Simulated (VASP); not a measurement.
# CuO in VASP: further runs, part 3 of 3

VASP 6.6.1.

## Step 4: Single point, PBE

This run uses another cell than the first one, of 10.03 Å³/atom.

File INCAR:

```
SYSTEM = CuO
  ALGO = Normal
  EDIFF = 1E-6
  ENCUT = 820
  GGA = PE
  GGA_COMPAT = .FALSE.
  ISIF = 2
  ISMEAR = 0
  LASPH = .TRUE.
  LCHARG = .FALSE.
  LREAL = .FALSE.
  LWAVE = .FALSE.
  NBANDS = 33
  NELM = 120
  PREC = Accurate
  SIGMA = 0.1
```

File KPOINTS:

```
k-points
0
G
  4 4 4
  0 0 0
```

File POSCAR:

```
CuO
1.0
    2.3404404522     -1.7107783127     -0.0229301573
    2.3197430003      1.6824555157     -0.0101368612
   -0.8908838133      0.0240860588      5.0786274137
Cu O
2 2
Direct
   -0.0082652229      0.4939545091     -0.0055067082
    0.4909130835     -0.0195801087      0.4987901057
    0.5733962104      0.3983939412      0.2576963426
    0.3918683292      0.5610426818      0.7397132466
```

Potentials or basis: VASP PAW PBE potentials, release 64 (Cu_sv_GW, O).

The run is started by

```console
$ cat potpaw_PBE.64/Cu_sv_GW/POTCAR potpaw_PBE.64/O/POTCAR > POTCAR
$ mpirun -np 1 vasp_std > vasp.out
```

OUTCAR:

```text
SYSTEM = CuO
   EDIFF = 1E-6
   ENCUT = 820
   GGA = PE
   ISIF = 2
   ISMEAR = 0
   LASPH = .TRUE.
   LREAL = .FALSE.
   NELM = 120
   PREC = Accurate

 ion  position               nearest neighbor table
   1  0.992  0.494  0.994-   4 1.94   3 1.97   4 1.99   3 2.05
   2  0.491  0.980  0.499-   4 1.90   3 1.91   3 1.93   4 1.95
   3  0.573  0.398  0.258-   2 1.91   2 1.93   1 1.97   1 2.05
   4  0.392  0.561  0.740-   2 1.90   1 1.94   2 1.95   1 1.99

  LATTYP: Found a triclinic cell.
 ALAT       =     2.8991291343
 B/A-ratio  =     1.1704622010
 C/A-ratio  =     2.1723905589
 COS(alpha) =     0.0013027671
 COS(beta)  =     0.4772141659
 COS(gamma) =     0.5950394553

  Lattice vectors:

 A1 = (  -2.3404404522,   1.7107783127,   0.0229301573)
 A2 = (  -0.0206974519,   3.3932338284,   0.0127932961)
 A3 = (  -3.7692996392,   0.0042367382,  -5.0455603952)

Analysis of symmetry for initial positions (statically):
[... 173 lines left out ...]
  free energy    TOTEN  =       -19.65726616 eV

  energy without entropy =      -19.64708019  energy(sigma->0) =      -19.65217318

 E-fermi :   5.8688     XC(G=0): -12.3593

 val. band max:        5.8241603369   @ k =  -0.0000   0.5000  -0.0000
 cond. band min:       5.9180395973   @ k =   0.2500   0.2500   0.5000
 fundamental gap:      0.0938792605
 Fermi energy:         5.8688327779

 k-point     1 :       0.0000    0.0000    0.0000
  band No.  band energies     occupation
      1    -106.8788      2.00000
      2    -106.5855      2.00000
      3     -64.4419      2.00000
      4     -64.3894      2.00000
      5     -64.0988      2.00000
      6     -64.0637      2.00000
[... 853 lines left out ...]
     32      18.8856      0.00000
     33      20.8402      0.00000

 [... further k-points ...]

------------------------ aborting loop because EDIFF is reached ----------------------------------------

  FORCE on cell =-STRESS in cart. coord.  units (eV):
  Direction    XX          YY          ZZ          XY          YZ          ZX
  --------------------------------------------------------------------------------------
  -------------------------------------------------------------------------------------
  Total        1.5770270      1.9150650      1.2597958      0.4546186      0.5807633     -0.0952688
  in kB       63.0056538     76.5110062     50.3315775     18.1630016     23.2027566     -3.8061943
  external PRESSURE =      63.2827458 kB  Pullay stress =       0.0000000 kB

 VOLUME and BASIS-vectors are now :
 -----------------------------------------------------------------------------
  energy-cutoff  :      820.00
  volume of cell :       40.10
      direct lattice vectors                 reciprocal lattice vectors
     2.340440452 -1.710778313 -0.022930157     0.213074834 -0.293550617  0.038769412
     2.319743000  1.682455516 -0.010136861     0.216641816  0.295887568  0.036599637
    -0.890883813  0.024086059  5.078627414     0.001394453 -0.000734803  0.197151693

 POSITION                                       TOTAL-FORCE (eV/Angst)
 -----------------------------------------------------------------------------------
      2.58097     -0.84163      5.02291        -0.436474      0.140206      0.352040
      2.97891      0.82168      2.51197        -0.126506     -0.038751     -0.036822
      2.03659     -0.30447      1.29156         0.239981      0.148753     -0.772437
      1.55962      0.29135      3.74206         0.322999     -0.250208      0.457220
 -----------------------------------------------------------------------------------
    total drift:                               -0.000145      0.002121     -0.001257

  FREE ENERGIE OF THE ION-ELECTRON SYSTEM (eV)
  ---------------------------------------------------
  free  energy   TOTEN  =       -19.6572661609 eV

  energy  without entropy=      -19.6470801913  energy(sigma->0) =      -19.65217318
```

OSZICAR:

```text
N       E                     dE             d eps       ncg     rms          rms(c)
DAV:   1     0.107080335059E+04    0.10708E+04   -0.40632E+04  3725   0.602E+03
DAV:   2     0.858163066612E+02   -0.98499E+03   -0.94621E+03  4025   0.139E+03
DAV:   3    -0.212339036401E+02   -0.10705E+03   -0.10482E+03  4597   0.516E+02
DAV:   4    -0.254580367878E+02   -0.42241E+01   -0.42038E+01  3731   0.118E+02
DAV:   5    -0.256979999928E+02   -0.23996E+00   -0.23986E+00  4208   0.241E+01    0.177E+01
DAV:   6    -0.247553903878E+02    0.94261E+00   -0.71316E+01  4176   0.386E+02    0.165E+01
DAV:   7    -0.196512082646E+02    0.51042E+01   -0.16198E+01  4104   0.298E+02    0.484E+00
DAV:   8    -0.199133854494E+02   -0.26218E+00   -0.39592E+00  4328   0.903E+01    0.609E+00
DAV:   9    -0.196791205247E+02    0.23426E+00   -0.16645E+00  4344   0.552E+01    0.187E+00
DAV:  10    -0.196598559482E+02    0.19265E-01   -0.78328E-02  4136   0.110E+01    0.517E-01
DAV:  11    -0.196576879552E+02    0.21680E-02   -0.38798E-03  4440   0.252E+00    0.282E-01
DAV:  12    -0.196573771686E+02    0.31079E-03   -0.25377E-03  4600   0.242E+00    0.981E-02
DAV:  13    -0.196572880167E+02    0.89152E-04   -0.26429E-04  4192   0.522E-01    0.539E-02
DAV:  14    -0.196572675378E+02    0.20479E-04   -0.19527E-04  4368   0.596E-01    0.199E-02
DAV:  15    -0.196572659790E+02    0.15587E-05   -0.69423E-06  2224   0.105E-01    0.830E-03
DAV:  16    -0.196572661609E+02   -0.18185E-06   -0.42037E-06  1872   0.983E-02
   1 F= -.19657266E+02 E0= -.19652173E+02  d E =-.101860E-01
```

stdout:

```text
POSCAR found type information on POSCAR CuO
 POSCAR found :  2 types and       4 ions
 scaLAPACK will be used
 LDA part: xc-table for (Slater+PW92), standard interpolation
 POSCAR, INCAR and KPOINTS ok, starting setup
 FFT: planning ... GRIDC
 FFT: planning ... GRID_SOFT
 FFT: planning ... GRID
 WAVECAR not read
 entering main loop
```

It took 73 s on 1 thread of Intel Xeon Platinum 8488C (Sapphire Rapids), shared host; peak memory 0.25 GiB.

What came out:

```yaml
Free_energy: -19.6573 eV
Pressure: 6.3 GPa
Largest_force: 0.822 eV/Å
Band_gap_on_the_k_mesh: zero (bands 25 and 26 overlap by 0.55 eV)
```

Forces on the atoms (eV/Å):
```
Cu  -0.436  0.140  0.352
Cu  -0.127 -0.039 -0.037
O    0.240  0.149 -0.772
O    0.323 -0.250  0.457
```

Levels at points of the mesh, in eV from the Fermi level:
| k point | band 21 | band 22 | band 23 | band 24 | band 25 | band 26 | band 27 | band 28 | band 29 | band 30 |
| --- | --- | --- | --- | --- | --- | --- | --- | --- | --- | --- |
| (0.00, 0.00, 0.00) | -2.40 | -2.16 | -2.11 | -1.67 | 0.18 | 0.93 | 1.71 | 6.01 | 8.17 | 13.47 |
| (0.50, 0.00, 0.00) | -1.90 | -1.62 | -1.58 | -1.43 | -0.06 | 0.40 | 4.96 | 6.35 | 6.85 | 11.18 |
| (0.00, 0.50, 0.00) | -2.14 | -1.58 | -1.41 | -1.34 | -0.04 | 0.14 | 4.66 | 6.29 | 7.30 | 10.97 |
| (0.50, 0.50, 0.00) | -2.14 | -2.02 | -1.66 | -1.21 | -0.59 | 1.07 | 3.38 | 6.96 | 8.51 | 10.14 |
| (0.00, 0.00, 0.50) | -2.28 | -2.17 | -1.56 | -1.41 | 0.09 | 0.40 | 3.78 | 4.11 | 11.18 | 11.96 |
| (0.50, 0.00, 0.50) | -2.11 | -2.07 | -1.76 | -1.55 | -0.07 | 0.82 | 5.38 | 6.13 | 8.09 | 8.84 |
| (0.00, 0.50, 0.50) | -2.26 | -2.11 | -1.70 | -1.57 | -0.08 | 0.69 | 4.81 | 6.89 | 8.24 | 8.39 |
| (0.50, 0.50, 0.50) | -1.69 | -1.66 | -1.31 | -1.24 | -0.44 | -0.33 | 5.15 | 5.35 | 8.62 | 9.49 |

Caveat: the k points lie up to 0.58 Å⁻¹ apart, too coarse for converged energies and pressures of a metal; semilocal functionals often make such compounds metallic where correlation or magnetic order opens a gap, which also shifts bond lengths. With open d or f shells a metallic result of PBE can be an artefact of self-interaction; +U or a hybrid may open a gap.

## Step 5: Single point, PBE

This run uses another cell than the first one, of 10.03 Å³/atom.

File INCAR:

```
SYSTEM = CuO
PREC = Accurate
ENCUT = 820
EDIFF = 1E-6
ISMEAR = 0
SIGMA = 0.1
LREAL = .FALSE.
LASPH = .TRUE.
NELM = 120
ALGO = Normal
ISIF = 2
LWAVE = .FALSE.
LCHARG = .FALSE.
GGA = PE
NBANDS = 33
GGA_COMPAT = .FALSE.
```

File KPOINTS:

```
regular mesh
0
G
  4 4 2
  0 0 0
```

POSCAR is that of step 4.

The run is started by

```console
$ cat potpaw_PBE.64/Cu_sv_GW/POTCAR potpaw_PBE.64/O/POTCAR > POTCAR
$ mpirun -np 1 vasp_std > vasp.out
```

It took 92 s on 1 thread of Intel Xeon Platinum 8259CL at 2.50GHz (Skylake/Cascade Lake), shared host; peak memory 0.22 GiB.

It converged, with:

| Quantity | Value |
| --- | --- |
| Free energy | -19.6572 eV |
| Pressure | 6.2 GPa |
| Largest force | 0.815 eV/Å |
| Band gap on the k mesh | zero (bands 25 and 26 overlap by 0.55 eV) |

Forces in eV/Å, atoms in the order of the input:
```
Cu  -0.436  0.143  0.346
Cu  -0.123 -0.052 -0.040
O    0.233  0.157 -0.765
O    0.327 -0.248  0.460
```

Stress tensor (GPa, compression positive):
```
 6.57  1.77 -0.53
 1.77  7.45  2.30
-0.53  2.30  4.59
```

Levels at points of the mesh, in eV from the Fermi level:
| k point | band 21 | band 22 | band 23 | band 24 | band 25 | band 26 | band 27 | band 28 | band 29 | band 30 |
| --- | --- | --- | --- | --- | --- | --- | --- | --- | --- | --- |
| (0.00, 0.00, 0.00) | -2.37 | -2.14 | -2.09 | -1.65 | 0.20 | 0.96 | 1.73 | 6.03 | 8.19 | 13.49 |
| (0.50, 0.00, 0.00) | -1.87 | -1.60 | -1.56 | -1.41 | -0.03 | 0.42 | 4.99 | 6.38 | 6.87 | 11.20 |
| (0.00, 0.50, 0.00) | -2.12 | -1.56 | -1.39 | -1.32 | -0.02 | 0.16 | 4.68 | 6.31 | 7.32 | 10.99 |
| (0.50, 0.50, 0.00) | -2.12 | -1.99 | -1.63 | -1.19 | -0.57 | 1.10 | 3.40 | 6.98 | 8.54 | 10.16 |
| (0.00, 0.00, 0.50) | -2.26 | -2.14 | -1.53 | -1.39 | 0.12 | 0.43 | 3.80 | 4.13 | 11.20 | 11.99 |
| (0.50, 0.00, 0.50) | -2.09 | -2.04 | -1.74 | -1.53 | -0.05 | 0.83 | 5.40 | 6.15 | 8.12 | 8.87 |
| (0.00, 0.50, 0.50) | -2.24 | -2.09 | -1.68 | -1.54 | -0.05 | 0.71 | 4.83 | 6.91 | 8.26 | 8.41 |
| (0.50, 0.50, 0.50) | -1.67 | -1.64 | -1.29 | -1.22 | -0.41 | -0.31 | 5.17 | 5.37 | 8.64 | 9.51 |

Caveat: the k points lie up to 0.62 Å⁻¹ apart, too coarse for converged energies and pressures of a metal; semilocal functionals often make such compounds metallic where correlation or magnetic order opens a gap, which also shifts bond lengths. With open d or f shells a metallic result of PBE can be an artefact of self-interaction; +U or a hybrid may open a gap.

## Step 6: Single point, PBE

File INCAR:

```
SYSTEM = CuO
ALGO     = Normal         ! electronic algorithm
EDIFF    = 1E-6           ! SCF threshold, eV
ENCUT    = 520            ! plane-wave cutoff, eV
GGA      = PE             ! functional
ISIF     = 2              ! what is computed and relaxed
ISMEAR   = 0              ! smearing method
LASPH    = .TRUE.         ! aspherical terms in the spheres
LCHARG   = .FALSE.        ! write CHGCAR
LREAL    = .FALSE.        ! projectors in reciprocal space
LWAVE    = .FALSE.        ! write WAVECAR
NBANDS   = 25             ! bands
NELM     = 80             ! most SCF steps
PREC     = Accurate       ! precision mode
SIGMA    = 0.1            ! smearing width, eV
```

File KPOINTS:

```
Automatic mesh
0
Gamma
  14 14 8
  0.5 0.5 0.5
```

File POSCAR:

```
CuO
1.0
    2.3446500000     -1.7134000000      0.0000000000
    2.3446500000      1.7134000000      0.0000000000
   -0.8605500000      0.0000000000      5.0594400000
Cu O
2 2
Direct
    0.0032000000      0.4968000000      0.0000000000
    0.4968000000      0.0032000000      0.5000000000
    0.5714000000      0.4056000000      0.2537000000
    0.4056000000      0.5714000000      0.7537000000
```

Potentials or basis: VASP PAW PBE potentials, release 64 (Cu, O).

The run is started by

```console
$ cat potpaw_PBE.64/Cu/POTCAR potpaw_PBE.64/O/POTCAR > POTCAR
$ mpirun -np 1 vasp_std > vasp.out
```

Wall time 3.3 min (1 thread of Intel Xeon Platinum 8488C (Sapphire Rapids), shared host); peak memory 0.44 GiB.

It converged, with:

```
Free energy            : -19.4865 eV
Pressure               : 6.4 GPa
Largest force          : 0.787 eV/Å
Band gap on the k mesh : zero (bands 17 and 18 overlap by 0.61 eV)
```

Forces in eV/Å, atoms in the order of the input:
```
Cu  -0.649  0.365  0.254
Cu  -0.649 -0.365  0.254
O    0.649  0.271 -0.254
O    0.649 -0.271 -0.254
```

Stress tensor (GPa, compression positive):
```
 6.38  0.00 -1.82
 0.00  7.00  0.00
-1.82  0.00  5.93
```

Levels at points of the mesh, in eV from the Fermi level:
```tsv
k point	band 13	band 14	band 15	band 16	band 17	band 18	band 19	band 20	band 21	band 22
(0.04, 0.04, 0.06)	-2.24	-2.16	-2.09	-1.68	0.17	0.86	1.87	6.05	8.21	13.23
```

Caveat: the cell stands under pressure; semilocal functionals often make such compounds metallic where correlation or magnetic order opens a gap, which also shifts bond lengths. With open d or f shells a metallic result of PBE can be an artefact of self-interaction; +U or a hybrid may open a gap.

## Step 7: The runs side by side

```tsv
potentials or basis	cell	k mesh	cutoff (eV)	gap on the mesh (eV)	pressure (GPa)	largest force (eV/Å)
VASP PAW PBE potentials, release 64 (Cu_sv_GW, O)	a = 2.904, b = 2.904, c = 5.132 Å, angles 97.8, 97.8, 72.3°, 4 atoms, atomic positions A	4 × 4 × 2	820	none	4.7	0.78
VASP PAW PBE potentials, release 64 (Cu_sv_GW, O)	a = 2.904, b = 2.904, c = 5.132 Å, angles 97.8, 97.8, 72.3°, 4 atoms, atomic positions A	8 × 8 × 4	820	none	4.8	0.77
VASP PAW PBE potentials, release 64 (Cu_sv_GW, O)	a = 2.899, b = 2.866, c = 5.156 Å, angles 98.1, 98.6, 72.1°, 4 atoms, atomic positions B	4 × 4 × 4	820	none	6.3	0.82
VASP PAW PBE potentials, release 64 (Cu_sv_GW, O)	a = 2.899, b = 2.866, c = 5.156 Å, angles 98.1, 98.6, 72.1°, 4 atoms, atomic positions B	4 × 4 × 2	820	none	6.2	0.82
VASP PAW PBE potentials, release 64 (Cu, O)	a = 2.904, b = 2.904, c = 5.132 Å, angles 97.8, 97.8, 72.3°, 4 atoms, atomic positions A	14 × 14 × 8, shifted	520	none	6.4	0.79
```

Alike in all rows: task single point; level PBE; no spin polarisation; smearing gaussian 0.1 eV.

Caveats: some runs use coarse meshes; semilocal functionals often make such compounds metallic where correlation or magnetic order opens a gap, which also shifts bond lengths; the cell stands under pressure (at least some runs).

Absolute energies hang on the potentials; compare differences alone.

The gap in the log of VASP goes by the Fermi energy; the results here count the filled bands.